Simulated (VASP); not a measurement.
# SrO (Fm-3m) in VASP: settings compared, part 2 of 2

VASP 6.6.1.

### Step 3. Dielectric tensor, PBEsol

Contents of INCAR:

```
  PREC = Accurate
  ENCUT = 520
  EDIFF = 1E-8
  ISMEAR = 0
  SIGMA = 0.01
  LREAL = F
  LASPH = T
  NELM = 80
  ALGO = Normal
  ISIF = 2
  LWAVE = F
  LCHARG = F
  GGA = PS
  LEPSILON = T
```

Contents of KPOINTS:

```
Automatic mesh
0
Gamma
  9 9 9
```

Contents of POSCAR:

```
SrO
1.0
    0.0000000000      2.5663000000      2.5663000000
    2.5663000000      0.0000000000      2.5663000000
    2.5663000000      2.5663000000      0.0000000000
Sr O
1 1
Direct
    0.5000000000      0.5000000000      0.5000000000
    0.0000000000      0.0000000000      0.0000000000
```

Potentials or basis: VASP PAW PBE potentials, release 64 (Sr_sv, O).

Launch:

```sh
cat potpaw_PBE.64/Sr_sv/POTCAR potpaw_PBE.64/O/POTCAR > POTCAR
mpirun -np 1 vasp_std > vasp.out
```

OUTCAR:

```text
PREC = Accurate
   ENCUT = 520
   EDIFF = 1E-8
   ISMEAR = 0
   LREAL = F
   LASPH = T
   NELM = 80
   ISIF = 2
   GGA = PS
   LEPSILON = T

 ion  position               nearest neighbor table
   1  0.500  0.500  0.500-   2 2.57   2 2.57   2 2.57   2 2.57   2 2.57   2 2.57
   2  0.000  0.000  0.000-   1 2.57   1 2.57   1 2.57   1 2.57   1 2.57   1 2.57

  LATTYP: Found a face centered cubic cell.
 ALAT       =     5.1326000000

  Lattice vectors:

 A1 = (   0.0000000000,   2.5663000000,   2.5663000000)
 A2 = (   2.5663000000,   0.0000000000,   2.5663000000)
 A3 = (   2.5663000000,   2.5663000000,   0.0000000000)

Analysis of symmetry for initial positions (statically):
[... 605 lines left out ...]
    -0.00001  0.00000  0.00000
     0.00000 -0.00001  0.00000
     0.00000  0.00000 -0.00030

 MACROSCOPIC STATIC DIELECTRIC TENSOR (including local field effects in DFT)
 ------------------------------------------------------
           3.886821     0.000000     0.000000
          -0.000000     3.886821    -0.000000
          -0.000000    -0.000000     3.886821
 ------------------------------------------------------

 PIEZOELECTRIC TENSOR (including local field effects)  for field in x, y, z        (e  Angst)
          XX          YY          ZZ          XY          YZ          ZX
  --------------------------------------------------------------------------------
  x     0.00000     0.00000     0.00000     0.00000     0.00000     0.00000
  y     0.00000     0.00000     0.00000     0.00000     0.00000     0.00000
  z     0.00000     0.00000     0.00000     0.00000     0.00000     0.00000

 PIEZOELECTRIC TENSOR (including local field effects)  for field in x, y, z        (C/m^2)
          XX          YY          ZZ          XY          YZ          ZX
  --------------------------------------------------------------------------------
  x     0.00000     0.00000     0.00000     0.00000     0.00000     0.00000
  y     0.00000     0.00000     0.00000     0.00000     0.00000     0.00000
  z     0.00000     0.00000     0.00000     0.00000     0.00000     0.00000

 BORN EFFECTIVE CHARGES (including local field effects) (in |e|, cummulative output)
 ---------------------------------------------------------------------------------
 ion    1
    1     2.45949     0.00000     0.00000
    2     0.00000     2.45949     0.00000
    3     0.00000     0.00000     2.45949
 ion    2
    1    -2.45949     0.00000     0.00000
    2     0.00000    -2.45949     0.00000
    3     0.00000     0.00000    -2.45949
```

OSZICAR:

```text
N       E                     dE             d eps       ncg     rms          rms(c)
DAV:   1     0.644541018630E+02    0.64454E+02   -0.81991E+03   840   0.125E+03
DAV:   2    -0.111426602443E+02   -0.75597E+02   -0.69727E+02  1124   0.241E+02
DAV:   3    -0.145485802172E+02   -0.34059E+01   -0.33873E+01  1252   0.477E+01
DAV:   4    -0.146145805980E+02   -0.66000E-01   -0.65993E-01  1084   0.472E+00
[... 11 lines left out ...]
RMM:   9    -0.293691713857E+00   -0.44368E-05    0.88719E-08  4261   0.627E-03    0.126E-03
RMM:  10    -0.293705941192E+00   -0.14227E-04   -0.17068E-06  4282   0.278E-03    0.326E-04
RMM:  11    -0.293706925844E+00   -0.98465E-06    0.16079E-07  4266   0.102E-03    0.191E-04
RMM:  12    -0.293706671910E+00    0.25393E-06   -0.17761E-07  4144   0.440E-04    0.615E-05
RMM:  13    -0.293707026407E+00   -0.35450E-06   -0.17431E-07  3526   0.174E-04    0.164E-05
RMM:  14    -0.293706988367E+00    0.38040E-07   -0.37954E-08  2716   0.881E-05    0.634E-06
```

Run time: 2.9 min. Hardware: 1 thread of Intel Xeon 6975P-C (Granite Rapids), shared host; peak memory 0.23 GiB.

Results:

- Band gap on the k mesh: 3.21 eV, indirect (least direct gap 3.30 eV)
- Electronic dielectric tensor (diagonal): 3.89
- Born charges (mean of the diagonal): Sr +2.46; O -2.46 e

Electronic dielectric tensor:
```
3.89 0.00 0.00
0.00 3.89 0.00
0.00 0.00 3.89
```

Born effective charge tensors (e):
atom 1, Sr
```
2.46 0.00 0.00
0.00 2.46 0.00
0.00 0.00 2.46
```
atom 2, O
```
-2.46  0.00  0.00
 0.00 -2.46  0.00
 0.00  0.00 -2.46
```

Caveat: the PAW data sets were made with another functional, which shifts forces and pressure a little.

### Step 4. Elastic constants, PBEsol

Contents of INCAR:

```
PREC     = Accurate       # precision mode
ENCUT    = 600            # plane-wave cutoff, eV
EDIFF    = 1E-8           # SCF threshold, eV
ISMEAR   = 0              # smearing method
SIGMA    = 0.01           # smearing width, eV
LREAL    = False          # projectors in reciprocal space
LASPH    = True           # aspherical terms in the spheres
NELM     = 100            # most SCF steps
ALGO     = Normal         # electronic algorithm
ISIF     = 3              # what is computed and relaxed
LWAVE    = False          # write WAVECAR
LCHARG   = True           # write CHGCAR
GGA      = PS             # functional
NBANDS   = 15             # bands
IBRION   = 6              # ionic algorithm
NFREE    = 2            
POTIM    = 0.015          # step
NSW      = 1              # ionic steps
```

Contents of KPOINTS:

```
regular mesh
0
Gamma
  7 7 7
```

POSCAR is that of step 3.

Potentials or basis: VASP PAW PBE potentials, release 64 (Sr_sv, O).

Launch:

```sh
cat potpaw_PBE.64/Sr_sv/POTCAR potpaw_PBE.64/O/POTCAR > POTCAR
mpirun -np 1 vasp_std > vasp.out
```

OUTCAR:

```text
PREC = Accurate
   ENCUT = 600
   EDIFF = 1E-8
   ISMEAR = 0
   LREAL = False
   LASPH = True
   NELM = 100
   ISIF = 3
   GGA = PS
   IBRION = 6
   NFREE = 2
   POTIM = 0.015
   NSW = 1

 ion  position               nearest neighbor table
   1  0.500  0.500  0.500-   2 2.57   2 2.57   2 2.57   2 2.57   2 2.57   2 2.57
   2  0.000  0.000  0.000-   1 2.57   1 2.57   1 2.57   1 2.57   1 2.57   1 2.57

  LATTYP: Found a face centered cubic cell.
 ALAT       =     5.1326000000

  Lattice vectors:

 A1 = (   0.0000000000,   2.5663000000,   2.5663000000)
 A2 = (   2.5663000000,   0.0000000000,   2.5663000000)
 A3 = (   2.5663000000,   2.5663000000,   0.0000000000)

Analysis of symmetry for initial positions (statically):
=====================================================================
[... 850 lines left out ...]
  x     0.00000     0.00000     0.00000     0.00000     0.00000     0.00000
  y     0.00000     0.00000     0.00000     0.00000     0.00000     0.00000
  z     0.00000     0.00000     0.00000     0.00000     0.00000     0.00000

 INTERNAL STRAIN TENSOR FOR ION    2 for displacements in x,y,z  (eV/Angst):
          X           Y           Z          XY          YZ          ZX
  --------------------------------------------------------------------------------
  x     0.00000     0.00000     0.00000     0.00000     0.00000     0.00000
  y     0.00000     0.00000     0.00000     0.00000     0.00000     0.00000
  z     0.00000     0.00000     0.00000     0.00000     0.00000     0.00000

 Eigenvectors and eigenvalues of the dynamical matrix
 ----------------------------------------------------

   1 f  =    6.184008 THz    38.855271 2PiTHz  206.276319 cm-1    25.574992 meV
             X         Y         Z           dx          dy          dz
      2.566300  2.566300  2.566300     0.393302    0.000000    0.000000
      0.000000  0.000000  0.000000    -0.919409    0.000000    0.000000
[... 21 lines left out ...]
   6 f/i=    0.002365 THz     0.014861 2PiTHz    0.078893 cm-1     0.009781 meV
             X         Y         Z           dx          dy          dz
      2.566300  2.566300  2.566300     0.377860   -0.038426    0.837292
      0.000000  0.000000  0.000000     0.161640   -0.016438    0.358175

--------------------------------------------------------------------------------------------------------

 ELASTIC MODULI CONTR FROM IONIC RELAXATION (kBar)
 Direction    XX          YY          ZZ          XY          YZ          ZX
 --------------------------------------------------------------------------------
 XX           0.0000      0.0000      0.0000      0.0000      0.0000      0.0000
 YY           0.0000      0.0000      0.0000      0.0000      0.0000      0.0000
 ZZ           0.0000      0.0000      0.0000      0.0000      0.0000      0.0000
 XY           0.0000      0.0000      0.0000      0.0000      0.0000      0.0000
 YZ           0.0000      0.0000      0.0000      0.0000      0.0000      0.0000
 ZX           0.0000      0.0000      0.0000      0.0000      0.0000      0.0000
 --------------------------------------------------------------------------------

 TOTAL ELASTIC MODULI (kBar)
 Direction    XX          YY          ZZ          XY          YZ          ZX
 --------------------------------------------------------------------------------
 XX        1857.6337    476.1524    476.1524      0.0000      0.0000      0.0000
 YY         476.1524   1857.6337    476.1524      0.0000     -0.0000     -0.0000
 ZZ         476.1524    476.1524   1857.6337      0.0000      0.0000      0.0000
 XY           0.0000      0.0000      0.0000    546.1962      0.0000      0.0000
 YZ           0.0000     -0.0000      0.0000      0.0000    546.1962      0.0000
 ZX           0.0000     -0.0000      0.0000      0.0000      0.0000    546.1962
 --------------------------------------------------------------------------------
```

stdout:

```text
POSCAR found type information on POSCAR SrO
 POSCAR found :  2 types and       2 ions
 scaLAPACK will be used
 -----------------------------------------------------------------------------
|                                                                             |
|                                                                             |
|     You enforced a specific xc type in the INCAR file but a different       |
|     I HOPE YOU KNOW WHAT YOU ARE DOING!                                     |
[... 32 lines left out ...]
 Finite differences progress:
 bond charge predicted
 Finite differences progress:
 bond charge predicted
 Finite differences progress:
 bond charge predicted
 Finite differences progress:
 bond charge predicted
 Finite differences progress:
 bond charge predicted
 Finite differences progress:
 bond charge predicted
 Finite differences progress:
```

Run time: 4.2 min. Hardware: 1 thread of Intel Xeon 6975P-C (Granite Rapids), shared host; peak memory 0.27 GiB.

What came out:

```yaml
Elastic_constants_C11_C12_C44: 186, 48, 55 GPa
Voigt_bulk_modulus: 94 GPa
Highest_phonon_frequency_at_Γ_LO-TO_splitting_left_out: 206 cm⁻¹
```

Phonon frequencies in cm⁻¹ (negative: imaginary):
```
              q point        frequencies
(0.000, 0.000, 0.000)  0 0 0 206 206 206
```

Elastic tensor in Voigt notation (GPa, in the Cartesian axes of the cell as first typed):
```
186  48  48   0   0   0
 48 186  48   0   0   0
 48  48 186   0   0   0
  0   0   0  55   0   0
  0   0   0   0  55   0
  0   0   0   0   0  55
```

Clamped-ion elastic tensor (GPa):
```
186  48  48   0   0   0
 48 186  48   0   0   0
 48  48 186   0   0   0
  0   0   0  55   0   0
  0   0   0   0  55   0
  0   0   0   0   0  55
```

Caveat: the PAW data sets were made with another functional, which shifts forces and pressure a little.

### Step 5. Summary

```csv
task,level,k mesh,cutoff (eV),ions in elastic constants,gap on the mesh (eV)
dielectric tensor,PBE,9 × 9 × 9,520,-,3.32
dielectric tensor,PBEsol,9 × 9 × 9,520,-,3.21
elastic constants,PBEsol,7 × 7 × 7,600,relaxed,-
```

Alike in all rows: potentials or basis VASP PAW PBE potentials, release 64 (Sr_sv, O); no spin polarisation; cell as given; smearing gaussian 0.01 eV.

Caveats: the PAW data sets were made with another functional, which shifts forces and pressure a little (some runs).

Absolute energies hang on the potentials; compare differences alone.
